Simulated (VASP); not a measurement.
Runs of VASP 6.6.1 on ZnCd3O4. The structure is that of space group P4/mmm (No. 123), or close to it. The cells are those of the table. 

```csv
level,spin,cell,k mesh,cutoff (eV),smearing,gap on the mesh (eV),pressure (GPa),largest force (eV/Å)
PBE,off,"a = 3.325, b = 3.325, c = 9.269 Å, 8 atoms",12 × 12 × 4,600,gaussian 0.1 eV,none,1.0,0.05
PBEsol,off,"a = 3.325, b = 3.325, c = 9.269 Å, 8 atoms",12 × 12 × 4,600,gaussian 0.1 eV,none,-5.4,0.03
PBE,off,"a = 3.326, b = 3.326, c = 9.271 Å, 8 atoms",12 × 12 × 4,600,fermi-dirac 0.15 eV,none,1.0,0.05
PBE,"collinear, ferromagnetic start","a = 3.325, b = 3.325, c = 9.269 Å, 8 atoms",6 × 6 × 2,520,gaussian 0.1 eV,none,(a),0.05
```

Alike in all rows: task single point; potentials or basis VASP PAW PBE potentials, release 64 (Zn, Cd, O).

Fill in the values left out.

(a) 1.3.

Caveats: semilocal functionals underestimate gaps, so a narrow gap can read as zero; the cell stands under tension (at least some runs); the PAW data sets were made with another functional, which shifts forces and pressure a little (at least some runs).

A k mesh can miss the band edges, and the runs leave out spin-orbit coupling on Cd.

A gap of «none» marks levels without a gap at the run's occupations.
